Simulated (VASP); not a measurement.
# CdSe (P6_3mc) in VASP: notebook, part 2 of 2

VASP 6.6.1. The steps go on from the part before.

### 4 Electric field gradients, r2SCAN

POSCAR

```
CdSe
1.0
    4.3000000000      0.0000000000      0.0000000000
   -2.1500000000      3.7239092363      0.0000000000
    0.0000000000      0.0000000000      7.0200000000
Cd Se
2 2
Direct
    0.3333333333      0.6666666667      0.0048632273
    0.6666666667      0.3333333333      0.5048632273
    0.3333333333      0.6666666667      0.3801367727
    0.6666666667      0.3333333333      0.8801367727
```

INCAR.step1

```
SYSTEM = CdSe
PREC = Accurate ; ENCUT = 520
ISMEAR = -1 ; SIGMA = 0.02
LREAL = .FALSE. ; LASPH = .TRUE.
NELM = 80 ; NBANDS = 26
GGA = PE ; ALGO = Normal
EDIFF = 1E-4 ; LWAVE = .TRUE.
LCHARG = .FALSE.
```

INCAR.step2

```
SYSTEM = CdSe
PREC = Accurate ; ENCUT = 520
EDIFF = 1E-8 ; ISMEAR = -1
SIGMA = 0.02 ; LREAL = .FALSE.
LASPH = .TRUE. ; NELM = 80
ALGO = Normal ; ISIF = 2
LWAVE = .FALSE. ; LCHARG = .FALSE.
METAGGA = R2SCAN ; LMIXTAU = .TRUE.
LEFG = .TRUE. ; NBANDS = 26
ISTART = 1
```

KPOINTS

```
regular mesh
0
G
  8 8 4
  0 0 0
```

Potentials or basis: VASP PAW PBE potentials, release 64 (Cd, Se).

Command:

```bash
> cat potpaw_PBE.64/Cd/POTCAR potpaw_PBE.64/Se/POTCAR > POTCAR
> cp INCAR.step1 INCAR
> mpirun -np 1 vasp_std > vasp.out
> cp INCAR.step2 INCAR
> mpirun -np 1 vasp_std > vasp.out
```

OUTCAR:

```text
SYSTEM = CdSe
   PREC = Accurate
   ENCUT = 520
   EDIFF = 1E-8
   ISMEAR = -1
   LREAL = .FALSE.
   LASPH = .TRUE.
   NELM = 80
   ISIF = 2
   METAGGA = R2SCAN
   ISTART = 1

 ion  position               nearest neighbor table
   1  0.333  0.667  0.005-   4 2.63   4 2.63   4 2.63   3 2.63
   2  0.667  0.333  0.505-   3 2.63   3 2.63   3 2.63   4 2.63
   3  0.333  0.667  0.380-   2 2.63   2 2.63   2 2.63   1 2.63
   4  0.667  0.333  0.880-   1 2.63   1 2.63   1 2.63   2 2.63

  LATTYP: Found a hexagonal cell.
 ALAT       =     4.3000000000
 C/A-ratio  =     1.6325581395

[... 927 lines left out ...]
 ion       V_xx      V_yy      V_zz      V_xy      V_xz      V_yz
---------------------------------------------------------------------
   1      -0.584    -0.582     1.166     0.002     0.000    -0.000
   2      -0.584    -0.582     1.166     0.002    -0.000     0.000
   3      -1.376    -1.376     2.752    -0.000    -0.000     0.000
   4      -1.376    -1.376     2.752    -0.000     0.000    -0.000
---------------------------------------------------------------------

 Electric field gradients after diagonalization (V/A^2)
 (convention: |V_zz| > |V_xx| > |V_yy|)
----------------------------------------------------------------------
 ion       V_xx      V_yy      V_zz     asymmetry (V_yy - V_xx)/ V_zz
----------------------------------------------------------------------
   1      -0.585    -0.581     1.166       0.003
   2      -0.585    -0.581     1.166       0.003
   3      -1.377    -1.376     2.752       0.000
   4      -1.377    -1.376     2.752       0.000
----------------------------------------------------------------------

           NMR quadrupolar parameters

 Cq : quadrupolar parameter    Cq=e*Q*V_zz/h
 eta: asymmetry parameters     (V_yy - V_xx)/ V_zz
 Q  : nuclear electric quadrupole moment in mb (millibarn)
----------------------------------------------------------------------
 ion       Cq(MHz)       eta       Q (mb)
----------------------------------------------------------------------
   1       0.003       0.003       1.000
   2       0.003       0.003       1.000
   3       0.007       0.000       1.000
   4       0.007       0.000       1.000
----------------------------------------------------------------------
```

Wall time 8.3 min (1 thread of Intel Xeon 8259CL, shared host); peak memory 0.28 GiB.

What came out:

```
Free energy                             : -71.8138 eV
Pressure                                : 1.7 GPa
Largest force                           : 0.010 eV/Å
Band gap on the k mesh                  : 1.16 eV
Largest electric field gradient by atom : Cd +1.2; Se +2.8 V/Å²
```

Forces on the atoms (eV/Å):
```
Cd   0.000  0.000 -0.010
Cd   0.000  0.000 -0.010
Se   0.000  0.000  0.010
Se   0.000  0.000  0.010
```

Electric field gradients, principal values (V/Å²):
| atom | least | middle | greatest (by size) |
| --- | --- | --- | --- |
| 1 Cd | -0.581 | -0.585 | 1.166 |
| 2 Cd | -0.581 | -0.585 | 1.166 |
| 3 Se | -1.376 | -1.377 | 2.752 |
| 4 Se | -1.376 | -1.377 | 2.752 |

Caveat: without QUAD_EFG the Cq values of the log hold for a quadrupole moment of 1 mb, not for the nuclei; the PAW data sets were made with another functional, which shifts forces and pressure a little.

### 5 Electric field gradients, PBE, non-collinear spin, zero start, spin-orbit coupling

INCAR

```
PREC = Accurate
ENCUT = 520
EDIFF = 1E-8
ISMEAR = -1
SIGMA = 0.02
LREAL = F
LASPH = T
NELM = 150
ALGO = Normal
ISIF = 2
LWAVE = F
LCHARG = F
MAGMOM = 0 0 0 0 0 0 0 0 0 0 0 0
LORBIT = 11
LSORBIT = T
GGA_COMPAT = F
LORBMOM = T
GGA = PE
LEFG = T
NBANDS = 50
```

KPOINTS

```
regular mesh
0
Gamma
  8 8 4
```

POSCAR is that of step 4.

Potentials or basis: VASP PAW PBE potentials, release 64 (Cd, Se).

Command:

```bash
> cat potpaw_PBE.64/Cd/POTCAR potpaw_PBE.64/Se/POTCAR > POTCAR
> mpirun -np 1 vasp_ncl > vasp.out
```

OUTCAR:

```text
PREC = Accurate
   ENCUT = 520
   EDIFF = 1E-8
   ISMEAR = -1
   LREAL = F
   LASPH = T
   NELM = 150
   ISIF = 2
   LORBIT = 11
   LSORBIT = T
   GGA = PE

 ion  position               nearest neighbor table
   1  0.333  0.667  0.005-   4 2.63   4 2.63   4 2.63   3 2.63
   2  0.667  0.333  0.505-   3 2.63   3 2.63   3 2.63   4 2.63
   3  0.333  0.667  0.380-   2 2.63   2 2.63   2 2.63   1 2.63
   4  0.667  0.333  0.880-   1 2.63   1 2.63   1 2.63   2 2.63

  LATTYP: Found a hexagonal cell.
 ALAT       =     4.3000000000
 C/A-ratio  =     1.6325581395

  Lattice vectors:

 A1 = (   4.3000000000,   0.0000000000,   0.0000000000)
 A2 = (  -2.1500000000,   3.7239092363,   0.0000000000)
 A3 = (   0.0000000000,   0.0000000000,   7.0200000000)

Analysis of symmetry for initial positions (statically):
=====================================================================
 Subroutine PRICEL returns:
 Original cell was already a primitive cell.

 Routine SETGRP: Setting up the symmetry group for a
 hexagonal supercell.

 Subroutine GETGRP returns: Found 12 space group operations
 (whereof  6 operations were pure point group operations)
 out of a pool of 24 trial point group operations.

The static configuration has the point symmetry C_3v.
 The point group associated with its full space group is C_6v.

Analysis of symmetry for dynamics (positions and initial velocities):
=====================================================================
 Subroutine PRICEL returns:
 Original cell was already a primitive cell.

 Routine SETGRP: Setting up the symmetry group for a
 hexagonal supercell.

 Subroutine GETGRP returns: Found 12 space group operations
 (whereof  6 operations were pure point group operations)
 out of a pool of 24 trial point group operations.

The dynamic configuration has the point symmetry C_3v.
 The point group associated with its full space group is C_6v.

Analysis of structural, dynamic, and magnetic symmetry:
=====================================================================
 Subroutine PRICEL returns:
 Original cell was already a primitive cell.

 Routine SETGRP: Setting up the symmetry group for a
 hexagonal supercell.

 Subroutine GETGRP returns: Found 12 space group operations
 (whereof  6 operations were pure point group operations)
 out of a pool of 24 trial point group operations.

The overall configuration has the point symmetry C_3v.
 The point group associated with its full space group is C_6v.

 Subroutine INISYM returns: Found 12 space group operations
 (whereof  6 operations are pure point group operations),
 and found     1 'primitive' translations

----------------------------------------------------------------------------------------

                                     Primitive cell

  volume of cell :     112.4099

  direct lattice vectors                    reciprocal lattice vectors
     4.300000000  0.000000000  0.000000000     0.232558140  0.134267504  0.000000000
    -2.150000000  3.723909236  0.000000000     0.000000000  0.268535009  0.000000000
     0.000000000  0.000000000  7.020000000     0.000000000  0.000000000  0.142450142

  length of vectors
     4.300000000  4.300000000  7.020000000     0.268535009  0.268535009  0.142450142
[... 1411 lines left out ...]
   2      -0.483    -0.481     0.964     0.002    -0.000     0.000
   3      -1.252    -1.252     2.503    -0.000    -0.000     0.000
   4      -1.252    -1.252     2.503    -0.000     0.000    -0.000
---------------------------------------------------------------------

 Electric field gradients after diagonalization (V/A^2)
 (convention: |V_zz| > |V_xx| > |V_yy|)
----------------------------------------------------------------------
 ion       V_xx      V_yy      V_zz     asymmetry (V_yy - V_xx)/ V_zz
----------------------------------------------------------------------
   1      -0.484    -0.480     0.964       0.004
   2      -0.484    -0.480     0.964       0.004
   3      -1.252    -1.251     2.503       0.000
   4      -1.252    -1.251     2.503       0.000
----------------------------------------------------------------------

           NMR quadrupolar parameters

 Cq : quadrupolar parameter    Cq=e*Q*V_zz/h
 eta: asymmetry parameters     (V_yy - V_xx)/ V_zz
 Q  : nuclear electric quadrupole moment in mb (millibarn)
----------------------------------------------------------------------
 ion       Cq(MHz)       eta       Q (mb)
----------------------------------------------------------------------
   1       0.002       0.004       1.000
   2       0.002       0.004       1.000
   3       0.006       0.000       1.000
   4       0.006       0.000       1.000
----------------------------------------------------------------------

 orbital moment (x)

 # of ion     p       d       tot
 ----------------------------------------
  1        -0.000  -0.000  -0.000
  2        -0.000   0.000   0.000
  3        -0.000  -0.000  -0.000
  4         0.000   0.000   0.000
 ----------------------------------------
           -0.000   0.000   0.000

 orbital moment (y)

 # of ion     p       d       tot
 ----------------------------------------
  1         0.000  -0.000  -0.000
  2         0.000   0.000   0.000
  3         0.000   0.000   0.000
  4        -0.000   0.000  -0.000
 ----------------------------------------
            0.000   0.000   0.000

 orbital moment (z)

 # of ion     p       d       tot
 ----------------------------------------
  1         0.000  -0.000  -0.000
  2         0.000  -0.000  -0.000
  3         0.000  -0.000  -0.000
  4         0.000   0.000   0.000
 ----------------------------------------
            0.000  -0.000  -0.000

 Spin-Orbit-Coupling matrix elements

 Ion:    1  E_soc:     -0.0582207
 l=   1
     0.0000000    -0.0027251    -0.0027614
    -0.0027251     0.0000000    -0.0027251
    -0.0027614    -0.0027251     0.0000000
 l=   2
     0.0000000    -0.0013881     0.0000000    -0.0013881    -0.0055899
    -0.0013881     0.0000000    -0.0041903    -0.0013761    -0.0013881
     0.0000000    -0.0041903     0.0000000    -0.0041903     0.0000000
    -0.0013881    -0.0013761    -0.0041903     0.0000000    -0.0013881
    -0.0055899    -0.0013881     0.0000000    -0.0013881     0.0000000
 l=   3
     0.0000000     0.0000000     0.0000000     0.0000000     0.0000000     0.0000000     0.0000000
     0.0000000     0.0000000     0.0000000     0.0000000     0.0000000     0.0000000     0.0000000
     0.0000000     0.0000000     0.0000000     0.0000000     0.0000000     0.0000000     0.0000000
     0.0000000     0.0000000     0.0000000     0.0000000     0.0000000     0.0000000     0.0000000
[... 49 lines left out ...]
 l=   2
     0.0000000    -0.0000010     0.0000000    -0.0000010    -0.0000073
    -0.0000010     0.0000000    -0.0000055    -0.0000001    -0.0000010
     0.0000000    -0.0000055     0.0000000    -0.0000055     0.0000000
    -0.0000010    -0.0000001    -0.0000055     0.0000000    -0.0000010
    -0.0000073    -0.0000010     0.0000000    -0.0000010     0.0000000
 l=   3
     0.0000000     0.0000000     0.0000000     0.0000000     0.0000000     0.0000000     0.0000000
     0.0000000     0.0000000     0.0000000     0.0000000     0.0000000     0.0000000     0.0000000
     0.0000000     0.0000000     0.0000000     0.0000000     0.0000000     0.0000000     0.0000000
     0.0000000     0.0000000     0.0000000     0.0000000     0.0000000     0.0000000     0.0000000
     0.0000000     0.0000000     0.0000000     0.0000000     0.0000000     0.0000000     0.0000000
     0.0000000     0.0000000     0.0000000     0.0000000     0.0000000     0.0000000     0.0000000
     0.0000000     0.0000000     0.0000000     0.0000000     0.0000000     0.0000000     0.0000000

 total charge

# of ion       s       p       d       tot
------------------------------------------
    1        0.444   0.316   9.555  10.315
    2        0.444   0.316   9.555  10.315
    3        1.443   2.399   0.022   3.864
    4        1.443   2.399   0.022   3.864
--------------------------------------------------
tot          3.775   5.429  19.155  28.359

 magnetization (x)

# of ion       s       p       d       tot
------------------------------------------
    1        0.000   0.000  -0.000   0.000
    2        0.000   0.000  -0.000  -0.000
    3        0.000   0.000   0.000   0.000
    4       -0.000  -0.000   0.000  -0.000
--------------------------------------------------
tot          0.000  -0.000  -0.000  -0.000

 magnetization (y)

# of ion       s       p       d       tot
------------------------------------------
    1        0.000   0.000   0.000   0.000
    2        0.000   0.000   0.000   0.000
    3        0.000   0.000   0.000   0.000
    4        0.000   0.000   0.000   0.000
--------------------------------------------------
tot          0.000   0.000   0.000   0.000

 magnetization (z)

# of ion       s       p       d       tot
------------------------------------------
    1        0.000   0.000  -0.000   0.000
    2        0.000   0.000  -0.000  -0.000
    3        0.000   0.000  -0.000  -0.000
    4        0.000   0.000  -0.000  -0.000
--------------------------------------------------
tot          0.000   0.000  -0.000   0.000
```

OSZICAR:

```text
N       E                     dE             d eps       ncg     rms          rms(c)
DAV:   1     0.252864170461E+03    0.25286E+03   -0.16922E+04  4000   0.130E+03
DAV:   2     0.371950651926E+01   -0.24914E+03   -0.24022E+03  4470   0.327E+02
DAV:   3    -0.116076976376E+02   -0.15327E+02   -0.15220E+02  4726   0.801E+01
DAV:   4    -0.117720668376E+02   -0.16437E+00   -0.16418E+00  4478   0.779E+00
DAV:   5    -0.117733056861E+02   -0.12388E-02   -0.12386E-02  4594   0.633E-01    0.904E+00
DAV:   6    -0.110548533406E+02    0.71845E+00   -0.12382E+00  4790   0.115E+01    0.705E+00
DAV:   7    -0.110254185246E+02    0.29435E-01   -0.59208E-01  4394   0.406E+00    0.267E+00
DAV:   8    -0.110224737578E+02    0.29448E-02   -0.61889E-02  4298   0.256E+00    0.751E-01
DAV:   9    -0.110224900001E+02   -0.16242E-04   -0.41027E-03  4520   0.569E-01    0.244E-01
DAV:  10    -0.110227435655E+02   -0.25357E-03   -0.16556E-03  4316   0.410E-01    0.657E-02
DAV:  11    -0.110229173450E+02   -0.17378E-03   -0.58865E-04  4232   0.280E-01    0.698E-02
DAV:  12    -0.110229245010E+02   -0.71560E-05   -0.79463E-05  4500   0.682E-02    0.131E-02
DAV:  13    -0.110229191805E+02    0.53205E-05   -0.17555E-05  4418   0.309E-02    0.503E-03
DAV:  14    -0.110229200584E+02   -0.87781E-06   -0.44563E-06  4274   0.127E-02    0.341E-03
DAV:  15    -0.110229201352E+02   -0.76859E-07   -0.13436E-07  4768   0.340E-03    0.170E-03
DAV:  16    -0.110229202337E+02   -0.98521E-07   -0.16360E-08  3714   0.725E-04    0.781E-04
DAV:  17    -0.110229203231E+02   -0.89321E-07   -0.94188E-08  4100   0.165E-03    0.290E-04
DAV:  18    -0.110229203247E+02   -0.16639E-08   -0.36027E-09  3344   0.345E-04
   1 F= -.11022920E+02 E0= -.11022920E+02  d E =-.569327E-08  mag=     0.0000    -0.0000     0.0000
```

stdout:

```text
POSCAR found type information on POSCAR CdSe
 POSCAR found :  2 types and       4 ions
 scaLAPACK will be used
 LDA part: xc-table for (Slater+PW92), standard interpolation
 POSCAR, INCAR and KPOINTS ok, starting setup
 FFT: planning ... GRIDC
 FFT: planning ... GRID_SOFT
 FFT: planning ... GRID
 WAVECAR not read
 entering main loop
ion   1

ion   2

ion   3

ion   4
```

Run time: 6.6 min. Hardware: 1 thread of Oxide Virtual Turin-like, shared host; peak memory 0.6 GiB.

What came out:

```
Free energy                                           : -11.0229 eV
Pressure                                              : 3.2 GPa
Largest force                                         : 0.008 eV/Å
Net moment                                            : 0.00 μB per cell
Largest electric field gradient by atom               : Cd +1.0; Se +2.5 V/Å²
Valence electrons inside the program's atomic spheres : Cd 10.31; Se 3.86
```

Forces on the atoms (eV/Å):
```
Cd   0.000  0.000 -0.008
Cd   0.000  0.000 -0.008
Se   0.000  0.000  0.008
Se   0.000  0.000  0.008
```

Moments on the atoms (μB; x, y, z):
```
Cd  0.00 0.00 0.00
Cd  0.00 0.00 0.00
Se  0.00 0.00 0.00
Se  0.00 0.00 0.00
```

Electric field gradients, principal values (V/Å²):
```
atom   least  middle  greatest (by size)
1 Cd  -0.480  -0.484               0.964
2 Cd  -0.480  -0.484               0.964
3 Se  -1.251  -1.252               2.503
4 Se  -1.251  -1.252               2.503
```

Caveat: the cell stands under pressure; without QUAD_EFG the Cq values of the log hold for a quadrupole moment of 1 mb, not for the nuclei.

### 6 The runs side by side

```csv
level,spin,cell,gap on the mesh (eV),pressure (GPa),largest force (eV/Å)
PBE,off,"as given, atomic positions A",0.70,3.3,0.29
PBE,off,"as given, atomic positions B",0.67,3.2,0.01
r2SCAN,off,"as given, atomic positions B",1.16,1.7,0.01
PBE,"non-collinear, zero start, SOC","as given, atomic positions B",-,3.2,0.01
```

Alike in all rows: task electric field gradients; potentials or basis VASP PAW PBE potentials, release 64 (Cd, Se); k mesh 8 × 8 × 4; cutoff (eV) 520; smearing fermi-dirac 0.02 eV.

The pressure there spans 1.7 GPa (r2SCAN) to 3.3 GPa (PBE); a positive pressure means that this level wants a larger cell, a negative one a smaller.

Caveats: the cell stands under pressure (at least some runs); the PAW data sets were made with another functional, which shifts forces and pressure a little (at least some runs).

Total energies depend on the potentials used, so only differences within one code and one set of settings carry meaning.
